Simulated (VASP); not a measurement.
# TiSi2 (Cmcm) in VASP: notebook

Aim: see how the results for TiSi2 move with the level of theory and the settings. Levels: PBEsol+U, PBEsol. Tasks: density of states.

All numbers are computed with VASP 6.6.1; they aren't measurements. Logs are shortened: lines on timing, memory, paths and dates and some standing lists are left out, and cuts for length are marked.

### 1 The cell of the first run

Symmetry: Cmcm, No. 63, orthorhombic system. Conventional cell: a = 3.530 Å, b = 13.519 Å, c = 3.565 Å, α = 90.00°, β = 90.00°, γ = 90.00°. Within 3.4 Å of Ti (site symmetry m2m) lie 10 Si at 2.58 to 2.81 Å and 2 Ti at 3.31 Å. Within 3.3 Å of Si (site symmetry m2m) lie 8 Si at 2.51 to 3.15 Å and 4 Ti at 2.66 to 2.67 Å. Si (site symmetry m2m) has 2 Si at 2.38 Å and 6 Ti at 2.58 to 2.81 Å within 3.1 Å.

### 2 Density of states, PBEsol+U

POSCAR reads:

```
TiSi2
1.0
    1.7651050250     -6.7592815350      0.0000000000
    1.7651050250      6.7592815350      0.0000000000
    0.0000000000      0.0000000000      3.5651739700
Ti Si
2 4
Direct
    0.1031180800      0.8968819200      0.2500000000
    0.8968819200      0.1031180800      0.7500000000
    0.7503148200      0.2496851800      0.2500000000
    0.2496851800      0.7503148200      0.7500000000
    0.4417485500      0.5582514500      0.2500000000
    0.5582514500      0.4417485500      0.7500000000
```

INCAR.step1 reads:

```
  ALGO = Normal
  EDIFF = 1E-7
  ENCUT = 520
  GGA = PS
  ISIF = 2
  ISMEAR = -1
  LASPH = T
  LCHARG = T
  LDAU = T
  LDAUJ = 0 0
  LDAUL = 2 -1
  LDAUPRINT = 1
  LDAUTYPE = 2
  LDAUU = 6 0
  LMAXMIX = 4
  LREAL = F
  LWAVE = F
  NBANDS = 29
  NELM = 150
  PREC = Accurate
  SIGMA = 0.05
```

KPOINTS.step1 reads:

```
k-points
0
Gamma
  8 8 8
```

INCAR.step2 reads:

```
  ALGO = Normal
  EDIFF = 1E-7
  ENCUT = 520
  GGA = PS
  ICHARG = 11
  ISIF = 2
  ISMEAR = -5
  LASPH = T
  LCHARG = F
  LDAU = T
  LDAUJ = 0 0
  LDAUL = 2 -1
  LDAUPRINT = 1
  LDAUTYPE = 2
  LDAUU = 6 0
  LMAXMIX = 4
  LORBIT = 11
  LREAL = F
  LWAVE = F
  NEDOS = 1001
  NELM = 150
  PREC = Accurate
  SIGMA = 0.05
```

KPOINTS.step2 reads:

```
k-points
0
Gamma
  12 12 12
```

Potentials or basis: VASP PAW PBE potentials, release 64 (Ti_sv, Si).

Started as:

```sh
> cat potpaw_PBE.64/Ti_sv/POTCAR potpaw_PBE.64/Si/POTCAR > POTCAR
> cp INCAR.step1 INCAR
> cp KPOINTS.step1 KPOINTS
> mpirun -np 1 vasp_std > vasp.out
> cp INCAR.step2 INCAR
> cp KPOINTS.step2 KPOINTS
> mpirun -np 1 vasp_std > vasp.out
```

OUTCAR:

```text
EDIFF = 1E-7
   ENCUT = 520
   GGA = PS
   ICHARG = 11
   ISIF = 2
   ISMEAR = -5
   LASPH = T
   LORBIT = 11
   LREAL = F
   NELM = 150
   PREC = Accurate

 ion  position               nearest neighbor table
   1  0.103  0.897  0.250-   6 2.58   6 2.58   6 2.58   6 2.58   3 2.66   3 2.66   4 2.67   4 2.67
                             5 2.81   5 2.81
   2  0.897  0.103  0.750-   5 2.58   5 2.58   5 2.58   5 2.58   4 2.66   4 2.66   3 2.67   3 2.67
                             6 2.81   6 2.81
   3  0.750  0.250  0.250-   4 2.51   4 2.51   4 2.51   4 2.51   1 2.66   1 2.66   2 2.67   2 2.67
                             5 3.13   5 3.13
   4  0.250  0.750  0.750-   3 2.51   3 2.51   3 2.51   3 2.51   2 2.66   2 2.66   1 2.67   1 2.67
                             6 3.13   6 3.13
   5  0.442  0.558  0.250-   6 2.38   6 2.38   2 2.58   2 2.58   2 2.58   2 2.58   1 2.81   1 2.81
                             3 3.13   3 3.13
   6  0.558  0.442  0.750-   5 2.38   5 2.38   1 2.58   1 2.58   1 2.58   1 2.58   2 2.81   2 2.81
                             4 3.13   4 3.13

  LATTYP: Found a base centered orthorhombic cell.
 ALAT       =     3.5302100500
 B/A-ratio  =     3.8293934011
 C/A-ratio  =     1.0099042039

  Lattice vectors:

 A1 = (   1.7651050250,  -6.7592815350,   0.0000000000)
 A2 = (   1.7651050250,   6.7592815350,   0.0000000000)
 A3 = (   0.0000000000,   0.0000000000,   3.5651739700)

Analysis of symmetry for initial positions (statically):
=====================================================================
 Subroutine PRICEL returns:
 Original cell was already a primitive cell.

 Routine SETGRP: Setting up the symmetry group for a
 base centered orthorhombic supercell.

 Subroutine GETGRP returns: Found  8 space group operations
 (whereof  4 operations were pure point group operations)
 out of a pool of  8 trial point group operations.

The static configuration has the point symmetry C_2h.
 The point group associated with its full space group is D_2h.

Analysis of symmetry for dynamics (positions and initial velocities):
=====================================================================
 Subroutine PRICEL returns:
 Original cell was already a primitive cell.

 Routine SETGRP: Setting up the symmetry group for a
 base centered orthorhombic supercell.

 Subroutine GETGRP returns: Found  8 space group operations
 (whereof  4 operations were pure point group operations)
 out of a pool of  8 trial point group operations.

The dynamic configuration has the point symmetry C_2h.
 The point group associated with its full space group is D_2h.

 Subroutine INISYM returns: Found  8 space group operations
 (whereof  4 operations are pure point group operations),
 and found     1 'primitive' translations

----------------------------------------------------------------------------------------

                                     Primitive cell

  volume of cell :      85.0711

  direct lattice vectors                    reciprocal lattice vectors
     1.765105025 -6.759281535  0.000000000     0.283269263 -0.073972359  0.000000000
     1.765105025  6.759281535  0.000000000     0.283269263  0.073972359  0.000000000
     0.000000000  0.000000000  3.565173970     0.000000000  0.000000000  0.280491221

  length of vectors
     6.985948942  6.985948942  3.565173970     0.292768484  0.292768484  0.280491221

[... 131 lines left out ...]

atom =   1  type =  1  l = 2

 onsite density matrix

spin component  1

  0.2177  0.0000 -0.0000 -0.0000 -0.0000
  0.0000  0.1970  0.0000 -0.0000 -0.0000
 -0.0000  0.0000  0.1317  0.0000  0.0178
 -0.0000 -0.0000  0.0000  0.2702  0.0000
 -0.0000 -0.0000  0.0178  0.0000  0.1385

spin component  2

  0.2177  0.0000 -0.0000 -0.0000 -0.0000
  0.0000  0.1970  0.0000 -0.0000 -0.0000
 -0.0000  0.0000  0.1317  0.0000  0.0178
 -0.0000 -0.0000  0.0000  0.2702  0.0000
 -0.0000 -0.0000  0.0178  0.0000  0.1385

 occupancies and eigenvectors

  o =  0.1170  v =  0.0000  0.0000 -0.7705 -0.0000  0.6374  0.0000  0.0000  0.0000  0.0000  0.0000      0.0000  0.0000  0.0000  0.0000  0.0000  0.0000  0.0000  0.0000  0.0000  0.0000
  o =  0.1170  v =  0.0000  0.0000  0.0000  0.0000  0.0000  0.0000  0.0000 -0.7705 -0.0000  0.6374      0.0000  0.0000  0.0000  0.0000  0.0000  0.0000  0.0000  0.0000  0.0000  0.0000
  o =  0.1533  v =  0.0000  0.0000 -0.6374 -0.0000 -0.7705  0.0000  0.0000  0.0000  0.0000  0.0000      0.0000  0.0000  0.0000  0.0000  0.0000  0.0000  0.0000  0.0000  0.0000  0.0000
  o =  0.1533  v =  0.0000  0.0000  0.0000  0.0000  0.0000  0.0000  0.0000 -0.6374 -0.0000 -0.7705      0.0000  0.0000  0.0000  0.0000  0.0000  0.0000  0.0000  0.0000  0.0000  0.0000
  o =  0.1970  v =  0.0000  0.0000  0.0000  0.0000  0.0000  0.0000 -1.0000 -0.0000  0.0000 -0.0000      0.0000  0.0000  0.0000  0.0000  0.0000  0.0000  0.0000  0.0000  0.0000  0.0000
  o =  0.1970  v =  0.0000 -1.0000 -0.0000  0.0000 -0.0000  0.0000  0.0000  0.0000  0.0000  0.0000      0.0000  0.0000  0.0000  0.0000  0.0000  0.0000  0.0000  0.0000  0.0000  0.0000
  o =  0.2177  v =  1.0000  0.0000  0.0000  0.0000  0.0000  0.0000  0.0000  0.0000  0.0000  0.0000      0.0000  0.0000  0.0000  0.0000  0.0000  0.0000  0.0000  0.0000  0.0000  0.0000
  o =  0.2177  v =  0.0000  0.0000  0.0000  0.0000  0.0000  1.0000  0.0000  0.0000  0.0000  0.0000      0.0000  0.0000  0.0000  0.0000  0.0000  0.0000  0.0000  0.0000  0.0000  0.0000
  o =  0.2702  v =  0.0000  0.0000  0.0000  0.0000  0.0000  0.0000 -0.0000  0.0000 -1.0000  0.0000      0.0000  0.0000  0.0000  0.0000  0.0000  0.0000  0.0000  0.0000  0.0000  0.0000
  o =  0.2702  v =  0.0000 -0.0000  0.0000 -1.0000  0.0000  0.0000  0.0000  0.0000  0.0000  0.0000      0.0000  0.0000  0.0000  0.0000  0.0000  0.0000  0.0000  0.0000  0.0000  0.0000

atom =   2  type =  1  l = 2

 onsite density matrix

spin component  1

  0.2177  0.0000 -0.0000  0.0000 -0.0000
  0.0000  0.1970  0.0000 -0.0000 -0.0000
 -0.0000  0.0000  0.1317  0.0000  0.0178
  0.0000 -0.0000  0.0000  0.2702  0.0000
 -0.0000 -0.0000  0.0178  0.0000  0.1385

spin component  2

  0.2177  0.0000 -0.0000  0.0000 -0.0000
  0.0000  0.1970  0.0000 -0.0000 -0.0000
 -0.0000  0.0000  0.1317  0.0000  0.0178
  0.0000 -0.0000  0.0000  0.2702  0.0000
 -0.0000 -0.0000  0.0178  0.0000  0.1385

 occupancies and eigenvectors

  o =  0.1170  v =  0.0000  0.0000 -0.7705 -0.0000  0.6374  0.0000  0.0000  0.0000  0.0000  0.0000      0.0000  0.0000  0.0000  0.0000  0.0000  0.0000  0.0000  0.0000  0.0000  0.0000
  o =  0.1170  v =  0.0000  0.0000  0.0000  0.0000  0.0000  0.0000  0.0000 -0.7705 -0.0000  0.6374      0.0000  0.0000  0.0000  0.0000  0.0000  0.0000  0.0000  0.0000  0.0000  0.0000
  o =  0.1533  v =  0.0000  0.0000  0.6374 -0.0000  0.7705  0.0000  0.0000  0.0000  0.0000  0.0000      0.0000  0.0000  0.0000  0.0000  0.0000  0.0000  0.0000  0.0000  0.0000  0.0000
  o =  0.1533  v =  0.0000  0.0000  0.0000  0.0000  0.0000  0.0000  0.0000  0.6374 -0.0000  0.7705      0.0000  0.0000  0.0000  0.0000  0.0000  0.0000  0.0000  0.0000  0.0000  0.0000
  o =  0.1970  v =  0.0000  0.0000  0.0000  0.0000  0.0000  0.0000 -1.0000  0.0000  0.0000  0.0000      0.0000  0.0000  0.0000  0.0000  0.0000  0.0000  0.0000  0.0000  0.0000  0.0000
  o =  0.1970  v =  0.0000 -1.0000  0.0000  0.0000  0.0000  0.0000  0.0000  0.0000  0.0000  0.0000      0.0000  0.0000  0.0000  0.0000  0.0000  0.0000  0.0000  0.0000  0.0000  0.0000
  o =  0.2177  v =  1.0000  0.0000  0.0000  0.0000  0.0000  0.0000  0.0000  0.0000  0.0000  0.0000      0.0000  0.0000  0.0000  0.0000  0.0000  0.0000  0.0000  0.0000  0.0000  0.0000
  o =  0.2177  v =  0.0000  0.0000  0.0000  0.0000  0.0000  1.0000  0.0000  0.0000  0.0000  0.0000      0.0000  0.0000  0.0000  0.0000  0.0000  0.0000  0.0000  0.0000  0.0000  0.0000
  o =  0.2702  v =  0.0000  0.0000  0.0000  0.0000  0.0000  0.0000  0.0000 -0.0000  1.0000  0.0000      0.0000  0.0000  0.0000  0.0000  0.0000  0.0000  0.0000  0.0000  0.0000  0.0000
  o =  0.2702  v =  0.0000  0.0000 -0.0000  1.0000  0.0000  0.0000  0.0000  0.0000  0.0000  0.0000      0.0000  0.0000  0.0000  0.0000  0.0000  0.0000  0.0000  0.0000  0.0000  0.0000

 number of electron      40.0000004 magnetization

 Free energy of the ion-electron system (eV)
  ---------------------------------------------------
  ext. energy  EPLUGINS =         0.00000000
  ---------------------------------------------------
  free energy    TOTEN  =       -34.12141640 eV

  energy without entropy =      -34.12141640  energy(sigma->0) =      -34.12141640

 E-fermi :  10.8823     XC(G=0): -11.7489

 val. band max:       10.9967844712   @ k =  -0.1667   0.1667   0.4167
 cond. band min:      10.8410496761   @ k =   0.0833  -0.0000   0.2500
 fundamental gap:     -0.1557347950
 Fermi energy:        10.8822641202

 k-point     1 :       0.0000    0.0000    0.0000
  band No.  band energies     occupation
      1     -47.3611      2.00000
      2     -47.3522      2.00000
      3     -23.7794      2.00000
      4     -23.6981      2.00000
      5     -23.6930      2.00000
      6     -23.6919      2.00000
[... 637 lines left out ...]
     23      11.8757      0.00000
     24      12.4321      0.00000

 [... further k-points ...]
[... 5 lines left out ...]
  --------------------------------------------------------------------------------------
  -------------------------------------------------------------------------------------
  Total        3.0462771      3.0394467      2.9018841      0.0000000     -0.0000000      0.0000000
  in kB       57.3717612     57.2431219     54.6523499      0.0000000     -0.0000000      0.0000000
  external PRESSURE =      56.4224110 kB  Pullay stress =       0.0000000 kB

 VOLUME and BASIS-vectors are now :
 -----------------------------------------------------------------------------
  energy-cutoff  :      520.00
  volume of cell :       85.07
      direct lattice vectors                 reciprocal lattice vectors
     1.765105025 -6.759281535  0.000000000     0.283269263 -0.073972359  0.000000000
     1.765105025  6.759281535  0.000000000     0.283269263  0.073972359  0.000000000
     0.000000000  0.000000000  3.565173970     0.000000000  0.000000000  0.280491221

 POSITION                                       TOTAL-FORCE (eV/Angst)
 -----------------------------------------------------------------------------------
      1.76511      5.36527      0.89129         0.000000      0.117865     -0.000000
      1.76511     -5.36527      2.67388         0.000000     -0.117865      0.000000
      1.76511     -3.38390      0.89129         0.000000      0.040199      0.000000
      1.76511      3.38390      2.67388         0.000000     -0.040199      0.000000
      1.76511      0.78748      0.89129         0.000000      0.192639      0.000000
      1.76511     -0.78748      2.67388         0.000000     -0.192639      0.000000
 -----------------------------------------------------------------------------------
    total drift:                                0.000000      0.000000      0.000000

  FREE ENERGIE OF THE ION-ELECTRON SYSTEM (eV)
  ---------------------------------------------------
  free  energy   TOTEN  =       -34.1214163957 eV

  energy  without entropy=      -34.1214163957  energy(sigma->0) =      -34.12141640

 total charge

# of ion       s       p       d       tot
------------------------------------------
    1        2.181   6.169   1.886  10.237
    2        2.181   6.169   1.886  10.237
    3        0.752   0.900   0.000   1.652
    4        0.752   0.900   0.000   1.652
    5        0.771   0.938   0.000   1.710
    6        0.771   0.938   0.000   1.710
--------------------------------------------------
tot          7.409  16.015   3.773  27.197
```

It took 9.2 min on 1 thread of Intel Xeon 6975P-C (Granite Rapids), shared host; peak memory 0.66 GiB.

Results:

```yaml
Valence_electrons_inside_the_program's_atomic_spheres: Ti 10.24; Si 1.65, 1.71
```

Eigenvalues of the final occupation matrices:
| site | spin | trace | eigenvalues |
| --- | --- | --- | --- |
| site 1 d | 1 | 0.96 | 0.12 0.15 0.20 0.22 0.27 |
| site 1 d | 2 | 0.96 | 0.12 0.15 0.20 0.22 0.27 |
| site 2 d | 1 | 0.96 | 0.12 0.15 0.20 0.22 0.27 |
| site 2 d | 2 | 0.96 | 0.12 0.15 0.20 0.22 0.27 |

Caveat: the PAW data sets were made with another functional, which shifts forces and pressure a little; U without spin polarisation on a metal has little footing; the U is typed as a test and isn't derived for this compound; tetrahedron occupations give inexact forces and stress in metals.

(Continued in part 2 of 2.)
